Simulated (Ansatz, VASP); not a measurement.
**One calculation of Ti, two programs**

The input INCAR:

```
ALGO = Normal
EDIFF = 1E-6
ENCUT = 520
ISIF = 2
ISMEAR = -1
LASPH = T
LCHARG = T
LELF = T
LREAL = F
LVHAR = T
LWAVE = F
NBANDS = 12
NELM = 60
PREC = Accurate
SIGMA = 0.1
```

File KPOINTS:

```
k-points
0
Gamma
  14 14 14
```

File POSCAR:

```
Ti
1.0
    2.4496736403      0.0000000000      0.0000000000
    0.0000000000      2.4496736403      0.0000000000
    0.0000000000      0.0000000000      2.4496736403
Ti
1
Direct
    0.0000000000      0.0000000000      0.0000000000
```

Input for Ansatz:

```yaml
crystal:
  lattice:
    - [2.4496736403, 0.0, 0.0]
    - [0.0, 2.4496736403, 0.0]
    - [0.0, 0.0, 2.4496736403]
  atoms:
    - { symbol: Ti, position: [0.0, 0.0, 0.0] }
hamiltonian:
  xc: lda
  pseudopotentials:
    kind: paw
    azcp:
      Ti: "pseudopotentials/Ti.paw.azcp"
basis:
  ecutwfc: 420
  fft_grid_basis: typed
kpoints:
  mp_grid: { grid: [14, 14, 14], shift: [0, 0, 0] }
magnetization:
  spin_polarized: false
scf:
  occupations: { method: fermi_dirac, width: 0.1 }
  lower_state_search: "off"
output:
  stress: true
  write_density: true
  write_potential: true
  elf: true
  volumetric_format: npy
```

Alike in both runs: task single point; functional LDA; k mesh 14 × 14 × 14; occupations fermi-dirac, width 0.1 eV; no spin polarisation.

|  | VASP | Ansatz |
| --- | --- | --- |
| version | VASP 6.6.1 | Ansatz 0.2.0 |
| potentials or method | VASP PAW LDA potentials, release 64 (Ti_sv), cutoff 520 eV | plane waves (420 eV) with PAW, scalar-relativistic |
| valence electrons in the cell | 12 | 12 |

Ansatz gave:

```
pressure (GPa) : 14.4
```

Task: Which values does VASP return?

Result: Pressure (GPa): 14.5.

Ansatz warns that its potentials were made for another functional, while VASP's fit it. LDA's correlation is that of Perdew and Zunger in VASP and of Perdew and Wang (1992) in Ansatz.
